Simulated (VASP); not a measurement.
# Re (Pnma) in VASP: relaxation of cell and atoms with PBE

Aim: the relaxation of cell and atoms of Re with PBE.

Program: VASP 6.6.1. These are calculated values, not measurements. Logs are shortened: lines on timing, memory, paths and dates and some standing lists are left out, and cuts for length are marked.

### 1 The cell of the first run

Symmetry: Pnma, No. 62, orthorhombic system. Conventional cell: a = 3.904 Å, b = 5.903 Å, c = 3.173 Å, α = 90.00°, β = 90.00°, γ = 90.00°. Re (site symmetry m) has 2 Re at 2.02 Å within 2.7 Å.

The cell was built from a structure type or drawn by symmetry, and may not be a known phase.

### 2 Relaxation of cell and atoms, PBE

INCAR reads:

```
PREC = Accurate ; ENCUT = 600
EDIFF = 1E-7 ; ISMEAR = 0
SIGMA = 0.1 ; LREAL = False
LASPH = True ; NELM = 100
ALGO = Normal ; ISIF = 3
LWAVE = False ; LCHARG = False
GGA = PE ; IBRION = 2
NSW = 90 ; EDIFFG = -0.04
```

KPOINTS reads:

```
regular mesh
0
Gamma
  4 4 6
```

POSCAR reads:

```
Re
1.0
    3.9037380278      0.0000000000      0.0000000000
    0.0000000000      5.9028030023      0.0000000000
    0.0000000000      0.0000000000      3.1732855787
Re
4
Direct
    0.2156900000      0.7500000000      0.3333300000
    0.2843100000      0.2500000000      0.8333300000
    0.7156900000      0.7500000000      0.1666700000
    0.7843100000      0.2500000000      0.6666700000
```

Potentials or basis: VASP PAW PBE potentials, release 64 (Re).

On the command line:

```
> cat potpaw_PBE.64/Re/POTCAR > POTCAR
> mpirun -np 1 vasp_std > vasp.out
```

OUTCAR:

```text
PREC = Accurate
   ENCUT = 600
   EDIFF = 1E-7
   ISMEAR = 0
   LREAL = False
   LASPH = True
   NELM = 100
   ISIF = 3
   GGA = PE
   IBRION = 2
   NSW = 90
   EDIFFG = -0.04

 ion  position               nearest neighbor table
   1  0.216  0.750  0.333-   3 2.02   3 2.02   3 3.29   3 3.29   2 3.36   2 3.36   2 3.36   2 3.36

   2  0.284  0.250  0.833-   4 2.02   4 2.02   4 3.29   4 3.29   1 3.36   1 3.36   1 3.36   1 3.36

   3  0.716  0.750  0.167-   1 2.02   1 2.02   1 3.29   1 3.29   4 3.36   4 3.36   4 3.36   4 3.36

   4  0.784  0.250  0.667-   2 2.02   2 2.02   2 3.29   2 3.29   3 3.36   3 3.36   3 3.36   3 3.36

  LATTYP: Found a simple orthorhombic cell.
 ALAT       =     3.1732855787
 B/A-ratio  =     1.2301880593
 C/A-ratio  =     1.8601549895

  Lattice vectors:

 A1 = (   0.0000000000,   0.0000000000,   3.1732855787)
 A2 = (   3.9037380278,   0.0000000000,   0.0000000000)
 A3 = (   0.0000000000,   5.9028030023,   0.0000000000)

Analysis of symmetry for initial positions (statically):
=====================================================================
 Subroutine PRICEL returns:
 Original cell was already a primitive cell.

 Routine SETGRP: Setting up the symmetry group for a
 simple orthorhombic supercell.

 Subroutine GETGRP returns: Found  8 space group operations
 (whereof  2 operations were pure point group operations)
 out of a pool of  8 trial point group operations.

The static configuration has the point symmetry S_2 .
 The point group associated with its full space group is D_2h.

Analysis of symmetry for dynamics (positions and initial velocities):
=====================================================================
 Subroutine PRICEL returns:
 Original cell was already a primitive cell.

 Routine SETGRP: Setting up the symmetry group for a
 simple orthorhombic supercell.

 Subroutine GETGRP returns: Found  8 space group operations
 (whereof  2 operations were pure point group operations)
 out of a pool of  8 trial point group operations.

The dynamic configuration has the point symmetry S_2 .
 The point group associated with its full space group is D_2h.

 Subroutine INISYM returns: Found  8 space group operations
 (whereof  2 operations are pure point group operations),
 and found     1 'primitive' translations

----------------------------------------------------------------------------------------

                                     Primitive cell

  volume of cell :      73.1220

  direct lattice vectors                    reciprocal lattice vectors
     3.903738028  0.000000000  0.000000000     0.256164731  0.000000000  0.000000000
     0.000000000  5.902803002  0.000000000     0.000000000  0.169411041  0.000000000
     0.000000000  0.000000000  3.173285579     0.000000000  0.000000000  0.315130793

  length of vectors
     3.903738028  5.902803002  3.173285579     0.256164731  0.169411041  0.315130793

  position of ions in fractional coordinates (direct lattice)
     0.215690000  0.750000000  0.333330000
     0.284310000  0.250000000  0.833330000
     0.715690000  0.750000000  0.166670000
     0.784310000  0.250000000  0.666670000

  ion indices of the primitive-cell ions
   primitive index   ion index
                 1           1
                 2           2
                 3           3
                 4           4

----------------------------------------------------------------------------------------

 KPOINTS: regular mesh

Automatic generation of k-mesh.
 Grid dimensions read from file:
 generate k-points for:    4    4    6

 Generating k-lattice:

  Cartesian coordinates                     Fractional coordinates (reciprocal lattice)
     0.064041183  0.000000000  0.000000000     0.250000000  0.000000000  0.000000000
     0.000000000  0.042352760  0.000000000     0.000000000  0.250000000  0.000000000
     0.000000000  0.000000000  0.052521799     0.000000000  0.000000000  0.166666667

  Length of vectors
     0.064041183  0.042352760  0.052521799

  Shift w.r.t. Gamma in fractional coordinates (k-lattice)
     0.000000000  0.000000000  0.000000000

 Subroutine IBZKPT returns following result:
 ===========================================

 Found     36 irreducible k-points:

 Following reciprocal coordinates:
            Coordinates               Weight
  0.000000  0.000000  0.000000      1.000000
  0.250000  0.000000  0.000000      2.000000
  0.500000  0.000000  0.000000      1.000000
  0.000000  0.250000  0.000000      2.000000
  0.250000  0.250000  0.000000      4.000000
  0.500000  0.250000  0.000000      2.000000
[... 16 lines left out ...]
  0.250000  0.250000  0.333333      8.000000
  0.500000  0.250000  0.333333      4.000000
 [... further k-points ...]
   k-points           NKPTS =     36   k-points in BZ     NKDIM =     36   number of bands    NBANDS=     18
   number of dos      NEDOS =    301   number of ions     NIONS =      4
   total plane-waves  NPLWV =  43008
   dimension x,y,z NGX =    32 NGY =   48 NGZ =   28
   dimension x,y,z NGXF=    64 NGYF=   96 NGZF=   56
   ions per type =               4
   NGX,Y,Z   is equivalent  to a cutoff of  13.63, 13.52, 14.67 a.u.
   NGXF,Y,Z  is equivalent  to a cutoff of  27.26, 27.04, 29.34 a.u.
 SYSTEM =  unknown system
   PREC   = accura    normal or accurate (medium, high low for compatibility)
   ISTART =      0    job   : 0-new  1-cont  2-samecut
   ICHARG =      2    charge: 1-file 2-atom 10-const
   ISPIN  =      1    spin polarized calculation?
   LNONCOLLINEAR =      F non collinear calculations
   LSORBIT =      F    spin-orbit coupling
   LASPH  =      T    aspherical Exc in radial PAW
   ENCUT  =  600.0 eV  44.10 Ry    6.64 a.u.   7.80 11.79  6.34*2*pi/ulx,y,z
   NELM   =    100;   NELMIN=  2; NELMDL= -5     # of ELM steps
   EDIFF  = 0.1E-06   stopping-criterion for ELM
   LREAL  =      F    real-space projection
   EDIFFG = -.4E-01   stopping-criterion for IOM
   NSW    =     90    number of steps for IOM
   IBRION =      2    ionic relax: 0-MD 1-quasi-New 2-CG
   NFREE  =      1    steps in history (QN), initial steepest desc. (CG)
   ISIF   =      3    stress and relaxation
   ISYM   =      2    0-nonsym 1-usesym 2-fastsym
   POTIM  = 0.5000    time-step for ionic-motion
   TEBEG  =    0.0;   TEEND  =   0.0 temperature during run
   PSTRESS=    0.0 pullay stress
   NELECT =      28.0000    total number of electrons
   NUPDOWN=      -1.0000    fix difference up-down
   EMIN   =  10.00;   EMAX   =-10.00  energy-range for DOS
   EFERMI =   0.00;   METHOD = LEGACY
   ISMEAR =     0;   SIGMA  =   0.10  broadening in eV -4-tet -1-fermi 0-gaus
   EFERMI_NEDOS =   21; number of points for ismear=-14 and -15
   IALGO  =     38    algorithm
   IMIX   =      4    mixing-type and parameters
     AMIX     =   0.40;   BMIX     =  1.00
     AMIX_MAG =   1.60;   BMIX_MAG =  1.00
  volume/ion in A,a.u.               =      18.28       123.36
  Fermi-wavevector in a.u.,A,eV,Ry     =   1.188807  2.246520 19.228608  1.413263
  Thomas-Fermi vector in A             =   2.324929
   LORBIT       =      0    0 simple, 1 ext, 2 COOP (PROOUT), +10 PAW based schemes
   GGA     = PE    functional components
   LHFCALC =     F    Hartree Fock is set to
   AEXX    =    0.0000 exact exchange contribution
   IVDW    =     0    specifies the selected vdW correction
   LEPSILON=     F    determine dielectric tensor
   LRPA    =     F    only Hartree local field effects (RPA)
 conjugate gradient relaxation of ions
 non-spin polarized calculation
 Gauss-broadening in eV      SIGMA  =   0.10
  energy-cutoff  :      600.00
  volume of cell :       73.12
 maximum number of plane-waves:      2464
 NGX is ok and might be reduce to    32
   NGX = 15   NGY = 23   NGZ = 13

--------------------------------------- Ionic step        1  -------------------------------------------

 number of electron      28.0000002 magnetization

 Free energy of the ion-electron system (eV)
  ---------------------------------------------------
  ext. energy  EPLUGINS =         0.00000000
  ---------------------------------------------------
  free energy    TOTEN  =       -34.79514142 eV

  energy without entropy =      -34.76851745  energy(sigma->0) =      -34.78182943

------------------------ aborting loop because EDIFF is reached ----------------------------------------

  FORCE on cell =-STRESS in cart. coord.  units (eV):
  Direction    XX          YY          ZZ          XY          YZ          ZX
  --------------------------------------------------------------------------------------
  -------------------------------------------------------------------------------------
  Total       76.2744000    -17.1995005     -2.0121073      0.0000000      0.0000000     -0.0000000
  in kB     1671.2494198   -376.8584895    -44.0873100      0.0000000      0.0000000     -0.0000000
  external PRESSURE =     416.7678734 kB  Pullay stress =       0.0000000 kB
[... 1109 lines left out ...]
      4       3.8961      2.00000
      5       4.7434      2.00000
      6       4.7434      2.00000
[... 10 lines left out ...]
     17      13.3268      0.00000
     18      13.3268      0.00000

 [... further k-points ...]

[... ionic steps 4 to 24 ...]

--------------------------------------- Ionic step       25  -------------------------------------------

 number of electron      27.9999998 magnetization

------------------------ aborting loop because EDIFF is reached ----------------------------------------

  FORCE on cell =-STRESS in cart. coord.  units (eV):
  Direction    XX          YY          ZZ          XY          YZ          ZX
  --------------------------------------------------------------------------------------
  -------------------------------------------------------------------------------------
  Total        0.1462077     -0.3944060      0.1882631      0.0000000      0.0000000      0.0000000
  in kB        3.9175889    -10.5679813      5.0444480      0.0000000      0.0000000      0.0000000
  external PRESSURE =      -0.5353148 kB  Pullay stress =       0.0000000 kB
[... 61 lines left out ...]
  energy  without entropy=      -49.6748582276  energy(sigma->0) =      -49.68666929

--------------------------------------- Ionic step       27  -------------------------------------------

 number of electron      27.9999998 magnetization

 Free energy of the ion-electron system (eV)
  ---------------------------------------------------
  ext. energy  EPLUGINS =         0.00000000
  ---------------------------------------------------
  free energy    TOTEN  =       -49.69947864 eV

  energy without entropy =      -49.67623448  energy(sigma->0) =      -49.68785656

 E-fermi :   7.6549     XC(G=0): -13.6431

 val. band max:        7.6514876394   @ k =   0.0000   0.5000   0.3333
 cond. band min:       7.6550856703   @ k =   0.0000   0.0000   0.3333
 fundamental gap:      0.0035980310
 Fermi energy:         7.6548831310

 k-point     1 :       0.0000    0.0000    0.0000
  band No.  band energies     occupation
      1      -2.0665      2.00000
      2       1.1845      2.00000
      3       1.8433      2.00000
      4       1.9038      2.00000
      5       2.4819      2.00000
      6       5.7234      2.00000
[... 526 lines left out ...]
  FREE ENERGIE OF THE ION-ELECTRON SYSTEM (eV)
  ---------------------------------------------------
  free  energy   TOTEN  =       -49.6994786405 eV

  energy  without entropy=      -49.6762344805  energy(sigma->0) =      -49.68785656

 reached required accuracy - stopping structural energy minimisation
```

Run time: 18 min. Hardware: 1 thread of Intel Xeon Platinum 8488C (Sapphire Rapids), shared host; peak memory 0.23 GiB.

What came out:

| Item | Value |
| --- | --- |
| Free energy | -49.6995 eV |
| Relaxed volume | 14.95 Å³/atom |
| Relaxed cell | a = 4.792 Å, b = 4.483 Å, c = 2.784 Å, α = 90.00°, β = 90.00°, γ = 90.00° |
| Space group after relaxing (to 0.1 Å) | P6_3/mmc (No. 194) |
| Energy gained by relaxing | 3726.1 meV/atom |
| Ionic steps | 27 |
| Pressure after relaxing | -0.1 GPa |
| Largest force after relaxing | 0.010 eV/Å |
| Band gap on the k mesh | zero (bands 14 and 15 overlap by 1.34 eV) |

Forces in eV/Å, atoms in the order of the input:
```
Re  -0.002  0.000 -0.010
Re   0.002  0.000 -0.010
Re  -0.002  0.000  0.010
Re   0.002  0.000  0.010
```

The path:
```tsv
step	energy change (eV)	largest force (eV/Å)	pressure (GPa)	volume (Å³)
1	0.0000	9.3219	41.68	73.12
2	-2.4117	0.0802	-40.42	108.57
3	-2.5200	0.1243	-42.86	106.16
4	-2.8419	0.1828	-46.01	103.47
5	-6.4180	0.6033	-50.18	90.59
6	-7.5238	1.6481	-28.89	82.44
7	-7.6193	1.4104	-35.94	84.25
8	-7.6160	1.4152	-33.65	83.61
9	-8.1181	4.0248	131.90	49.73
10	-12.5117	2.4911	3.22	62.41
11	-12.5519	2.5390	8.28	61.41
12	-12.5562	2.5753	11.88	60.76
13	-13.0804	2.2132	11.59	60.45
14	-13.1642	2.1728	9.19	60.61
15	-13.8151	0.9235	-26.65	66.41
16	-13.8577	1.1429	-20.91	65.22
17	-14.5347	0.7743	-14.59	62.84
18	-14.8181	0.3678	-3.94	60.53
19	-14.8184	0.3678	-3.33	60.43
20	-14.8683	0.3100	1.55	59.58
21	-14.8732	0.2998	3.46	59.27
22	-14.8892	0.2498	-0.46	59.88
23	-14.8892	0.2505	-0.40	59.87
24	-14.8940	0.2089	-0.33	59.85
25	-14.9025	0.0806	-0.05	59.79
26	-14.9033	0.0258	0.09	59.77
27	-14.9043	0.0104	-0.15	59.81
```

Final structure:
```
CELL_PARAMETERS angstrom
4.79157 0.00000 0.00000
0.00000 4.48333 0.00000
0.00000 0.00000 2.78404
ATOMIC_POSITIONS crystal
Re 0.16939 0.75000 0.50042
Re 0.33061 0.25000 0.00042
Re 0.66939 0.75000 0.99958
Re 0.83061 0.25000 0.49958
```

Caveat: the k points lie up to 0.38 Å⁻¹ apart in the final cell, too coarse for converged energies and pressures of a metal; the volume moved by over 15 % at a fixed basis, so the end points are rough; spin-orbit coupling is left out, which moves the levels of the heavy elements.
